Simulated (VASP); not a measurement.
**TiAl: single point with LDA**

TiAl:

```
CELL_PARAMETERS angstrom
2.81075 0.00000 0.00000
0.00000 2.81075 0.00000
0.00000 0.00000 4.06642
ATOMIC_POSITIONS crystal
Ti 0.50000 0.50000 0.50000
Al 0.00000 0.00000 0.00000
```

| Property | Result |
| --- | --- |
| Program | VASP 6.6.1 |
| Task | single point |
| Functional | LDA |
| Potentials or basis | VASP PAW LDA potentials, release 64 (Ti_sv, Al) |
| Cutoff | 520 eV |
| k mesh | 6 × 6 × 4 |
| Occupations | gaussian, width 0.1 eV |
| Spin | no spin polarisation |
| Dipole correction | no |
| Further INCAR settings | ALGO = Normal; EDIFF = 1e-07; NBANDS = 14 |

| Property | Result |
| --- | --- |
| Pressure | -5.3 GPa |
| Band gap on the k mesh | zero (an odd number of electrons rules out a gap without spin polarisation) |

Levels at points of the mesh, in eV from the Fermi level:
```csv
k point,band 4,band 5,band 6,band 7,band 8,band 9,band 10,band 11,band 12,band 13
"(0.00, 0.00, 0.00)",-32.31,-9.01,-1.93,-0.91,-0.33,2.09,2.09,3.21,6.14,8.45
"(0.50, 0.00, 0.00)",-32.26,-4.50,-4.49,-1.77,-0.33,1.63,2.45,4.32,5.15,5.37
"(0.50, 0.50, 0.00)",-32.65,-3.24,-0.42,-0.38,-0.38,-0.29,-0.29,4.22,4.91,6.02
"(0.00, 0.00, 0.50)",-32.31,-7.53,-5.25,-0.75,0.52,1.75,1.75,3.22,8.04,9.43
"(0.50, 0.00, 0.50)",-32.26,-4.93,-2.87,-1.23,-1.06,1.27,1.68,2.23,3.74,5.72
"(0.50, 0.50, 0.50)",-32.66,-2.59,-2.28,-2.28,1.79,2.04,2.82,4.23,4.27,4.27
```

Wall time 5.1 s on 1 thread of Intel(R) Xeon(R) 6975P-C (Granite Rapids), with other jobs on the host, peak memory 0.13 GiB.

Caveat: the k points lie up to 0.39 Å⁻¹ apart, too coarse for converged energies and pressures of a metal.
